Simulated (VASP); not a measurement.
Runs of VASP 6.6.1 on SiC. The structure is that of space group P6/mmm (No. 191), or close to it. The cells are those of the table. 

```csv
task,spin,cell,k mesh,cutoff (eV),gap on the mesh (eV),pressure (GPa),moment (μB),relaxed volume (Å³/atom)
relaxation of cell and atoms,off,"relaxed from a = 3.990, b = 3.990, c = 3.993 Å, angles 90.0, 90.0, 120.0°, 4 atoms",12 × 12 × 12,600,none,0.0,-,13.82
single point,"collinear, ferromagnetic start","a = 3.990, b = 3.990, c = 3.993 Å, angles 90.0, 90.0, 120.0°, 4 atoms",6 × 6 × 4,520,none,-0.1,0.00,-
single point,"collinear, ferromagnetic start","a = 3.924, b = 3.924, c = 3.456 Å, angles 90.0, 90.0, 120.0°, 4 atoms",6 × 6 × 6,520,none,(a),0.00,-
single point,off,"a = 4.011, b = 4.011, c = 3.969 Å, angles 90.0, 90.0, 120.0°, 4 atoms",12 × 12 × 12,520,none,0.0,-,-
relaxation of cell and atoms,off,"relaxed from a = 3.924, b = 3.924, c = 3.456 Å, angles 90.0, 90.0, 120.0°, 4 atoms",6 × 6 × 6,600,none,0.0,-,13.76
```

Alike in all rows: level PBE; potentials or basis VASP PAW PBE potentials, release 64 (Si, C); smearing gaussian 0.1 eV.

Problem. Estimate the missing entries.

Solution. (a) 44.1.

Caveats: some runs use coarse meshes; the volume moved by over 15 % at a fixed basis, so the end points are rough (some runs).

A gap of «none» marks levels without a gap at the run's occupations.
